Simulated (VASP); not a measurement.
# Nb (Im-3m) in VASP: a series of runs

The runs below take Nb through single point, with PBE.

Everything below comes from runs of VASP 6.6.1. Logs are shortened: lines on timing, memory, paths and dates and some standing lists are left out, and cuts for length are marked.

## 1. The cell of the first run

The structure is cubic, space group Im-3m (No. 229). The conventional cell has a = 3.312 Å, b = 3.312 Å, c = 3.312 Å, α = 90.00°, β = 90.00°, γ = 90.00°. Nb (site symmetry m-3m) has 14 Nb at 2.87 to 3.31 Å within 3.8 Å.

## 2. Single point, PBE

File INCAR:

```
PREC = Accurate
ENCUT = 520
EDIFF = 1E-7
ISMEAR = -1
SIGMA = 0.08
LREAL = F
LASPH = T
NELM = 80
ALGO = Normal
ISIF = 2
LWAVE = F
LCHARG = F
GGA = PE
NBANDS = 20
```

File KPOINTS:

```
Automatic mesh
0
Gamma
  13 13 8
```

File POSCAR:

```
Nb
1.0
   -1.6558069315      1.6558069315      1.6558069315
    1.6558069315     -1.6558069315      1.6558069315
    3.3116138631      3.3116138631      0.0000000000
Nb
2
Direct
    0.0000000000      0.0000000000      0.0000000000
    0.5000000000      0.5000000000      0.5000000000
```

Potentials or basis: VASP PAW PBE potentials, release 64 (Nb_sv).

The run is started by

```bash
$ cat potpaw_PBE.64/Nb_sv/POTCAR > POTCAR
$ mpirun -np 1 vasp_std > vasp.out
```

OUTCAR:

```text
PREC = Accurate
   ENCUT = 520
   EDIFF = 1E-7
   ISMEAR = -1
   LREAL = F
   LASPH = T
   NELM = 80
   ISIF = 2
   GGA = PE

 ion  position               nearest neighbor table
   1  0.000  0.000  0.000-   2 2.87   2 2.87   2 2.87   2 2.87
   2  0.500  0.500  0.500-   1 2.87   1 2.87   1 2.87   1 2.87

  LATTYP: Found a base centered orthorhombic cell.
 ALAT       =     3.3116138630
 B/A-ratio  =     1.4142135624
 C/A-ratio  =     1.4142135624

  Lattice vectors:

 A1 = (  -1.6558069315,   1.6558069315,   1.6558069315)
 A2 = (   1.6558069315,  -1.6558069315,   1.6558069315)
 A3 = (   3.3116138631,   3.3116138631,   0.0000000000)

Analysis of symmetry for initial positions (statically):
=====================================================================
 Subroutine PRICEL returns following result:

  LATTYP: Found a body centered cubic cell.
 ALAT       =     3.3116138630

  Lattice vectors:

 A1 = (  -1.6558069315,   1.6558069315,  -1.6558069315)
 A2 = (  -1.6558069315,  -1.6558069315,   1.6558069315)
 A3 = (   1.6558069316,   1.6558069316,   1.6558069315)

   2 primitive cells build up your supercell.

 Routine SETGRP: Setting up the symmetry group for a
 base centered orthorhombic supercell.

 Subroutine GETGRP returns: Found  8 space group operations
 (whereof  8 operations were pure point group operations)
 out of a pool of  8 trial point group operations.

The static configuration has the point symmetry D_2h.

Analysis of symmetry for dynamics (positions and initial velocities):
=====================================================================
 Subroutine PRICEL returns following result:

  LATTYP: Found a body centered cubic cell.
 ALAT       =     3.3116138630

  Lattice vectors:

 A1 = (  -1.6558069315,   1.6558069315,  -1.6558069315)
 A2 = (  -1.6558069315,  -1.6558069315,   1.6558069315)
 A3 = (   1.6558069316,   1.6558069316,   1.6558069315)

   2 primitive cells build up your supercell.

 Routine SETGRP: Setting up the symmetry group for a
 base centered orthorhombic supercell.

 Subroutine GETGRP returns: Found  8 space group operations
 (whereof  8 operations were pure point group operations)
 out of a pool of  8 trial point group operations.

The dynamic configuration has the point symmetry D_2h.

 Subroutine INISYM returns: Found  8 space group operations
 (whereof  8 operations are pure point group operations),
 and found     2 'primitive' translations

----------------------------------------------------------------------------------------

                                     Primitive cell

  volume of cell :      18.1589

  direct lattice vectors                    reciprocal lattice vectors
    -1.655806931  1.655806931 -1.655806932    -0.301967573  0.301967573  0.000000000
    -1.655806932 -1.655806932  1.655806932    -0.301967573  0.000000000  0.301967573
     1.655806932  1.655806932  1.655806932    -0.000000000  0.301967573  0.301967573

  length of vectors
     2.867941733  2.867941733  2.867941733     0.427046637  0.427046637  0.427046637

  position of ions in fractional coordinates (direct lattice)
     0.000000000  0.000000000  0.000000000

  ion indices of the primitive-cell ions
   primitive index   ion index
                 1           1

----------------------------------------------------------------------------------------

 KPOINTS: Automatic mesh

Automatic generation of k-mesh.
 Grid dimensions read from file:
 generate k-points for:   13   13    8

 Generating k-lattice:

  Cartesian coordinates                     Fractional coordinates (reciprocal lattice)
    -0.011614137  0.011614137  0.023228275     0.076923077  0.000000000  0.000000000
     0.011614137 -0.011614137  0.023228275     0.000000000  0.076923077  0.000000000
     0.018872973  0.018872973  0.000000000     0.000000000  0.000000000  0.125000000

  Length of vectors
     0.028448710  0.028448710  0.026690415

  Shift w.r.t. Gamma in fractional coordinates (k-lattice)
     0.000000000  0.000000000  0.000000000

 Subroutine IBZKPT returns following result:
 ===========================================

 Found    245 irreducible k-points:

 Following reciprocal coordinates:
            Coordinates               Weight
  0.000000  0.000000  0.000000      1.000000
  0.076923  0.000000  0.000000      4.000000
  0.153846  0.000000  0.000000      4.000000
  0.230769  0.000000  0.000000      4.000000
  0.307692  0.000000  0.000000      4.000000
  0.384615  0.000000  0.000000      4.000000
[... 16 lines left out ...]
  0.384615  0.153846  0.000000      4.000000
  0.461538  0.153846  0.000000      4.000000
 [... further k-points ...]
   k-points           NKPTS =    245   k-points in BZ     NKDIM =    245   number of bands    NBANDS=     20
   number of dos      NEDOS =    301   number of ions     NIONS =      2
   total plane-waves  NPLWV =  20736
   dimension x,y,z NGX =    24 NGY =   24 NGZ =   36
   dimension x,y,z NGXF=    48 NGYF=   48 NGZF=   72
   ions per type =               2
   NGX,Y,Z   is equivalent  to a cutoff of  13.91, 13.91, 12.78 a.u.
   NGXF,Y,Z  is equivalent  to a cutoff of  27.82, 27.82, 25.56 a.u.
 SYSTEM =  unknown system
   PREC   = accura    normal or accurate (medium, high low for compatibility)
   ISTART =      0    job   : 0-new  1-cont  2-samecut
   ICHARG =      2    charge: 1-file 2-atom 10-const
   ISPIN  =      1    spin polarized calculation?
   LNONCOLLINEAR =      F non collinear calculations
   LSORBIT =      F    spin-orbit coupling
   LASPH  =      T    aspherical Exc in radial PAW
   ENCUT  =  520.0 eV  38.22 Ry    6.18 a.u.   5.33  5.33  8.71*2*pi/ulx,y,z
   NELM   =     80;   NELMIN=  2; NELMDL= -5     # of ELM steps
   EDIFF  = 0.1E-06   stopping-criterion for ELM
   LREAL  =      F    real-space projection
   EDIFFG = 0.1E-05   stopping-criterion for IOM
   NSW    =      0    number of steps for IOM
   IBRION =     -1    ionic relax: 0-MD 1-quasi-New 2-CG
   NFREE  =      0    steps in history (QN), initial steepest desc. (CG)
   ISIF   =      2    stress and relaxation
   ISYM   =      2    0-nonsym 1-usesym 2-fastsym
   POTIM  = 0.5000    time-step for ionic-motion
   TEBEG  =    0.0;   TEEND  =   0.0 temperature during run
   PSTRESS=    0.0 pullay stress
   NELECT =      26.0000    total number of electrons
   NUPDOWN=      -1.0000    fix difference up-down
   EMIN   =  10.00;   EMAX   =-10.00  energy-range for DOS
   EFERMI =   0.00;   METHOD = LEGACY
   ISMEAR =    -1;   SIGMA  =   0.08  broadening in eV -4-tet -1-fermi 0-gaus
   EFERMI_NEDOS =   21; number of points for ismear=-14 and -15
   IALGO  =     38    algorithm
   IMIX   =      4    mixing-type and parameters
     AMIX     =   0.40;   BMIX     =  1.00
     AMIX_MAG =   1.60;   BMIX_MAG =  1.00
  volume/ion in A,a.u.               =      18.16       122.54
  Fermi-wavevector in a.u.,A,eV,Ry     =   1.464512  2.767526 29.181711  2.144795
  Thomas-Fermi vector in A             =   2.580479
   LORBIT       =      0    0 simple, 1 ext, 2 COOP (PROOUT), +10 PAW based schemes
   GGA     = PE    functional components
   LHFCALC =     F    Hartree Fock is set to
   AEXX    =    0.0000 exact exchange contribution
   IVDW    =     0    specifies the selected vdW correction
   LEPSILON=     F    determine dielectric tensor
   LRPA    =     F    only Hartree local field effects (RPA)
 non-spin polarized calculation
  energy-cutoff  :      520.00
  volume of cell :       36.32
 maximum number of plane-waves:       992
 NGX is ok and might be reduce to    24
   NGX = 11   NGY = 11   NGZ = 17

 number of electron      26.0000001 magnetization

 Free energy of the ion-electron system (eV)
  ---------------------------------------------------
  ext. energy  EPLUGINS =         0.00000000
  ---------------------------------------------------
  free energy    TOTEN  =       -20.46661147 eV

  energy without entropy =      -20.40347518  energy(sigma->0) =      -20.43504332

 E-fermi :  11.0810     XC(G=0): -12.4574

 val. band max:       11.0799993198   @ k =   0.3846   0.3077   0.0000
 cond. band min:      11.0852727589   @ k =  -0.1538   0.0769   0.0000
 fundamental gap:      0.0052734390
 Fermi energy:        11.0809920561

 k-point     1 :       0.0000    0.0000    0.0000
  band No.  band energies     occupation
      1     -43.3066      2.00000
      2     -43.0689      2.00000
      3     -19.9430      2.00000
      4     -19.0384      2.00000
      5     -18.6352      2.00000
      6     -18.6230      2.00000
[... 12 lines left out ...]
     19      15.0225      0.00000
     20      17.3798      0.00000

 k-point     2 :       0.0769    0.0000    0.0000
  band No.  band energies     occupation
      1     -43.2966      2.00000
      2     -43.0656      2.00000
      3     -19.9185      2.00000
      4     -19.0624      2.00000
      5     -18.6845      2.00000
      6     -18.6656      2.00000
[... 12 lines left out ...]
     19      15.2826      0.00000
     20      17.7013      0.00000

 k-point     3 :       0.1538    0.0000    0.0000
  band No.  band energies     occupation
      1     -43.2681      2.00000
      2     -43.0568      2.00000
      3     -19.8470      2.00000
      4     -19.1476      2.00000
      5     -18.8559      2.00000
      6     -18.7280      2.00000
[... 12 lines left out ...]
     19      15.4092      0.00000
     20      18.6680      0.00000

 k-point     4 :       0.2308    0.0000    0.0000
  band No.  band energies     occupation
      1     -43.2257      2.00000
      2     -43.0464      2.00000
      3     -19.7349      2.00000
      4     -19.3022      2.00000
      5     -19.0933      2.00000
      6     -18.7730      2.00000
[... 429 lines left out ...]
 k-point    23 :       0.3846    0.1538    0.0000
  band No.  band energies     occupation
      1     -43.0626      2.00000
      2     -43.0584      2.00000
      3     -19.6077      2.00000
      4     -19.5761      2.00000
      5     -19.1873      2.00000
      6     -19.1521      2.00000
[... 12 lines left out ...]
     19      16.4293      0.00000
     20      20.5345      0.00000

 k-point    24 :       0.4615    0.1538    0.0000
  band No.  band energies     occupation
      1     -43.0764      2.00000
      2     -43.0260      2.00000
      3     -19.6727      2.00000
      4     -19.6713      2.00000
      5     -19.2925      2.00000
      6     -19.0255      2.00000
[... 12 lines left out ...]
     19      18.1074      0.00000
     20      19.1774      0.00000

 [... further k-points ...]

------------------------ aborting loop because EDIFF is reached ----------------------------------------

  FORCE on cell =-STRESS in cart. coord.  units (eV):
  Direction    XX          YY          ZZ          XY          YZ          ZX
  --------------------------------------------------------------------------------------
  -------------------------------------------------------------------------------------
  Total       -0.1371289     -0.1371289     -0.1277508      0.0820160      0.0000000     -0.0000000
  in kB       -6.0495135     -6.0495135     -5.6357939      3.6181798      0.0000000     -0.0000000
  external PRESSURE =      -5.9116070 kB  Pullay stress =       0.0000000 kB

 VOLUME and BASIS-vectors are now :
 -----------------------------------------------------------------------------
  energy-cutoff  :      520.00
  volume of cell :       36.32
      direct lattice vectors                 reciprocal lattice vectors
    -1.655806931  1.655806931  1.655806931    -0.150983786  0.150983786  0.301967573
     1.655806931 -1.655806931  1.655806931     0.150983786 -0.150983786  0.301967573
     3.311613863  3.311613863  0.000000000     0.150983786  0.150983786  0.000000000

 POSITION                                       TOTAL-FORCE (eV/Angst)
 -----------------------------------------------------------------------------------
      0.00000      0.00000      0.00000        -0.000000     -0.000000     -0.000000
      1.65581      1.65581      1.65581         0.000000      0.000000      0.000000
 -----------------------------------------------------------------------------------
    total drift:                               -0.000000     -0.000000      0.000000

  FREE ENERGIE OF THE ION-ELECTRON SYSTEM (eV)
  ---------------------------------------------------
  free  energy   TOTEN  =       -20.4666114708 eV

  energy  without entropy=      -20.4034751767  energy(sigma->0) =      -20.43504332
```

Wall time 1.7 min (1 thread of AMD EPYC 9R45 (Zen 5), shared host); peak memory 0.23 GiB.

What came out:

| Quantity | Value |
| --- | --- |
| Free energy | -20.4666 eV |
| Pressure | -0.6 GPa |
| Band gap on the k mesh | zero (bands 13 and 14 overlap by 3.24 eV) |

## 3. Single point, PBE

File INCAR:

```
SYSTEM = Nb
ALGO = Normal
EDIFF = 1E-6
ENCUT = 520
GGA = PE
ISIF = 2
ISMEAR = -1
LASPH = .True.
LCHARG = .True.
LELF = .True.
LREAL = .False.
LVHAR = .True.
LWAVE = .False.
NBANDS = 20
NELM = 80
PREC = Accurate
SIGMA = 0.08
```

File KPOINTS:

```
k-points
0
Gamma
  13 13 8
  0 0 0
```

POSCAR is that of step 2.

Potentials or basis: VASP PAW PBE potentials, release 64 (Nb_sv).

The run is started by

```bash
$ cat potpaw_PBE.64/Nb_sv/POTCAR > POTCAR
$ mpirun -np 1 vasp_std > vasp.out
```

Run time: 92 s. Hardware: 1 thread of AMD EPYC 9R45 (Zen 5), shared host; peak memory 0.23 GiB.

It converged, with:

- Free energy: -20.4666 eV
- Pressure: -0.6 GPa
- Band gap on the k mesh: zero (bands 13 and 14 overlap by 3.24 eV)

Levels at points of the mesh, in eV from the Fermi level:
```tsv
k point	band 9	band 10	band 11	band 12	band 13	band 14	band 15	band 16	band 17	band 18
(0.00, 0.00, 0.00)	-5.95	-3.70	-1.65	0.36	0.36	0.36	2.23	3.24	3.24	3.26
(0.00, 0.00, 0.50)	-4.01	-4.01	-0.77	-0.77	-0.11	-0.11	2.65	2.65	2.73	2.73
```
